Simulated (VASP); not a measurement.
# TiC (rocksalt type) (Fm-3m) in VASP: further runs, part 2 of 2

VASP 6.6.1.

## 3. Single point, r2SCAN (volume scaled by 0.94)

Input file POSCAR:

```
TiC
1.0
    0.0000000000      2.1197386992      2.1197386992
    2.1197386992      0.0000000000      2.1197386992
    2.1197386992      2.1197386992      0.0000000000
Ti C
1 1
Direct
    0.0000000000      0.0000000000      0.0000000000
    0.5000000000      0.5000000000      0.5000000000
```

Input file INCAR.step1:

```
PREC     = Accurate       # precision mode
ENCUT    = 520            # plane-wave cutoff, eV
ISMEAR   = -1             # smearing method
SIGMA    = 0.1            # smearing width, eV
LREAL    = False          # projectors in reciprocal space
LASPH    = True           # aspherical terms in the spheres
NELM     = 80             # most SCF steps
NBANDS   = 15             # bands
GGA      = PE             # functional
ALGO     = Normal         # electronic algorithm
EDIFF    = 1E-4           # SCF threshold, eV
LWAVE    = True           # write WAVECAR
LCHARG   = False          # write CHGCAR
```

Input file INCAR.step2:

```
PREC     = Accurate       # precision mode
ENCUT    = 520            # plane-wave cutoff, eV
EDIFF    = 1E-6           # SCF threshold, eV
ISMEAR   = -1             # smearing method
SIGMA    = 0.1            # smearing width, eV
LREAL    = False          # projectors in reciprocal space
LASPH    = True           # aspherical terms in the spheres
NELM     = 80             # most SCF steps
ALGO     = Normal         # electronic algorithm
ISIF     = 2              # what is computed and relaxed
LWAVE    = False          # write WAVECAR
LCHARG   = False          # write CHGCAR
METAGGA  = R2SCAN         # meta-GGA
LMIXTAU  = True         
NBANDS   = 15             # bands
ISTART   = 1
```

Input file KPOINTS:

```
regular mesh
0
Gamma
  15 15 15
```

Potentials or basis: VASP PAW PBE potentials, release 64 (Ti_sv, C).

The run is started by

```bash
> cat potpaw_PBE.64/Ti_sv/POTCAR potpaw_PBE.64/C/POTCAR > POTCAR
> cp INCAR.step1 INCAR
> mpirun -np 1 vasp_std > vasp.out
> cp INCAR.step2 INCAR
> mpirun -np 1 vasp_std > vasp.out
```

OUTCAR:

```text
PREC = Accurate
   ENCUT = 520
   EDIFF = 1E-6
   ISMEAR = -1
   LREAL = False
   LASPH = True
   NELM = 80
   ISIF = 2
   METAGGA = R2SCAN
   ISTART = 1

 ion  position               nearest neighbor table
   1  0.000  0.000  0.000-   2 2.12   2 2.12   2 2.12   2 2.12   2 2.12   2 2.12
   2  0.500  0.500  0.500-   1 2.12   1 2.12   1 2.12   1 2.12   1 2.12   1 2.12

  LATTYP: Found a face centered cubic cell.
 ALAT       =     4.2394773984

  Lattice vectors:

 A1 = (   0.0000000000,   2.1197386992,   2.1197386992)
 A2 = (   2.1197386992,   0.0000000000,   2.1197386992)
 A3 = (   2.1197386992,   2.1197386992,   0.0000000000)

Analysis of symmetry for initial positions (statically):
=====================================================================
 Subroutine PRICEL returns:
 Original cell was already a primitive cell.

 Routine SETGRP: Setting up the symmetry group for a
 face centered cubic supercell.

 Subroutine GETGRP returns: Found 48 space group operations
 (whereof 48 operations were pure point group operations)
 out of a pool of 48 trial point group operations.

The static configuration has the point symmetry O_h .

Analysis of symmetry for dynamics (positions and initial velocities):
=====================================================================
 Subroutine PRICEL returns:
 Original cell was already a primitive cell.

 Routine SETGRP: Setting up the symmetry group for a
 face centered cubic supercell.

 Subroutine GETGRP returns: Found 48 space group operations
 (whereof 48 operations were pure point group operations)
 out of a pool of 48 trial point group operations.

The dynamic configuration has the point symmetry O_h .

 Subroutine INISYM returns: Found 48 space group operations
 (whereof 48 operations are pure point group operations),
 and found     1 'primitive' translations

----------------------------------------------------------------------------------------

                                     Primitive cell

  volume of cell :      19.0492

[... 117 lines left out ...]
   LEPSILON=     F    determine dielectric tensor
   LRPA    =     F    only Hartree local field effects (RPA)
 non-spin polarized calculation
  energy-cutoff  :      520.00
  volume of cell :       19.05
 maximum number of plane-waves:       533
   NGX = 11   NGY = 11   NGZ = 11

 number of electron      16.0000002 magnetization

 Free energy of the ion-electron system (eV)
  ---------------------------------------------------
  ext. energy  EPLUGINS =         0.00000000
  ---------------------------------------------------
  free energy    TOTEN  =       -24.79785004 eV

  energy without entropy =      -24.78919168  energy(sigma->0) =      -24.79352086

 E-fermi :  10.2561     XC(G=0): -13.9673

 val. band max:       10.2549238350   @ k =   0.4000   0.3333   0.0000
 cond. band min:      10.2710762494   @ k =   0.3333   0.2667   0.0000
 fundamental gap:      0.0161524144
 Fermi energy:        10.2561315002

 k-point     1 :       0.0000    0.0000    0.0000
  band No.  band energies     occupation
      1     -48.5090      2.00000
      2     -23.4498      2.00000
      3     -23.4498      2.00000
      4     -23.4498      2.00000
      5      -3.2446      2.00000
      6      11.1583      0.00024
      7      11.1583      0.00024
      8      11.1583      0.00024
      9      12.0146      0.00000
     10      12.0146      0.00000
     11      12.0146      0.00000
     12      12.1312      0.00000
     13      12.1312      0.00000
     14      22.4667      0.00000
[... 401 lines left out ...]
      2     -23.6299      2.00000
      3     -23.5029      2.00000
      4     -23.4956      2.00000
      5      -2.3318      2.00000
      6       7.7062      2.00000
      7       9.5100      1.99885
      8       9.7772      1.98349
      9      10.8265      0.00665
     10      12.4198      0.00000
     11      13.7950      0.00000
     12      14.1914      0.00000
     13      16.2481      0.00000
     14      23.9501      0.00000
     15      25.6998      0.00000

 [... further k-points ...]

------------------------ aborting loop because EDIFF is reached ----------------------------------------

  FORCE on cell =-STRESS in cart. coord.  units (eV):
  Direction    XX          YY          ZZ          XY          YZ          ZX
  --------------------------------------------------------------------------------------
  -------------------------------------------------------------------------------------
  Total        2.3100921      2.3100921      2.3100921      0.0000000      0.0000000     -0.0000000
  in kB      194.2955693    194.2955693    194.2955693      0.0000000      0.0000000     -0.0000000
  external PRESSURE =     194.2955693 kB  Pullay stress =       0.0000000 kB

 VOLUME and BASIS-vectors are now :
 -----------------------------------------------------------------------------
  energy-cutoff  :      520.00
  volume of cell :       19.05
      direct lattice vectors                 reciprocal lattice vectors
     0.000000000  2.119738699  2.119738699    -0.235878130  0.235878130  0.235878130
     2.119738699  0.000000000  2.119738699     0.235878130 -0.235878130  0.235878130
     2.119738699  2.119738699  0.000000000     0.235878130  0.235878130 -0.235878130

 POSITION                                       TOTAL-FORCE (eV/Angst)
 -----------------------------------------------------------------------------------
      0.00000      0.00000      0.00000         0.000000      0.000000      0.000000
      2.11974      2.11974      2.11974         0.000000      0.000000      0.000000
 -----------------------------------------------------------------------------------
    total drift:                                0.000000     -0.000000     -0.000000

  FREE ENERGIE OF THE ION-ELECTRON SYSTEM (eV)
  ---------------------------------------------------
  free  energy   TOTEN  =       -24.7978500398 eV

  energy  without entropy=      -24.7891916796  energy(sigma->0) =      -24.79352086
```

OUTCAR.step1:

```text
PREC = Accurate
   ENCUT = 520
   ISMEAR = -1
   LREAL = False
   LASPH = True
[... 652 lines left out ...]
      0.00000      0.00000      0.00000         0.000000      0.000000      0.000000
      2.11974      2.11974      2.11974         0.000000      0.000000      0.000000
 -----------------------------------------------------------------------------------
    total drift:                                0.000000     -0.000000     -0.000000

  FREE ENERGIE OF THE ION-ELECTRON SYSTEM (eV)
  ---------------------------------------------------
  free  energy   TOTEN  =       -18.6405674801 eV

  energy  without entropy=      -18.6306189885  energy(sigma->0) =      -18.63559323
```

OSZICAR.step1:

```text
N       E                     dE             d eps       ncg     rms          rms(c)
DAV:   1     0.119625525983E+03    0.11963E+03   -0.80493E+03  3630   0.131E+03
DAV:   2    -0.166170388797E+02   -0.13624E+03   -0.12716E+03  3908   0.340E+02
DAV:   3    -0.238395314998E+02   -0.72225E+01   -0.71083E+01  4573   0.772E+01
DAV:   4    -0.240634402281E+02   -0.22391E+00   -0.22372E+00  4514   0.126E+01
DAV:   5    -0.240699501394E+02   -0.65099E-02   -0.65094E-02  4627   0.181E+00    0.197E+01
DAV:   6    -0.191059596576E+02    0.49640E+01   -0.11234E+01  5109   0.567E+01    0.657E+00
DAV:   7    -0.186547286470E+02    0.45123E+00   -0.18385E+00  4226   0.193E+01    0.544E+00
DAV:   8    -0.186352708858E+02    0.19458E-01   -0.10737E-01  4135   0.416E+00    0.273E+00
DAV:   9    -0.186433405186E+02   -0.80696E-02   -0.58119E-02  4739   0.264E+00    0.842E-01
DAV:  10    -0.186414820379E+02    0.18585E-02   -0.83069E-03  4608   0.124E+00    0.523E-01
DAV:  11    -0.186405901721E+02    0.89187E-03   -0.18263E-03  4160   0.650E-01    0.955E-02
DAV:  12    -0.186405674801E+02    0.22692E-04   -0.20353E-04  3880   0.149E-01
   1 F= -.18640567E+02 E0= -.18635593E+02  d E =-.994849E-02
```

Run time: 5 min. Hardware: 1 thread of AMD EPYC 7R13, shared host; peak memory 0.14 GiB.

Results:

| Quantity | Value |
| --- | --- |
| Free energy | -24.7979 eV |
| Pressure | 19.4 GPa |
| Band gap on the k mesh | zero (band 8 reaches 11.16 eV, above the bottom of band 9 at 9.79 eV) |

Caveat: the PAW data sets were made with another functional, which shifts forces and pressure a little.
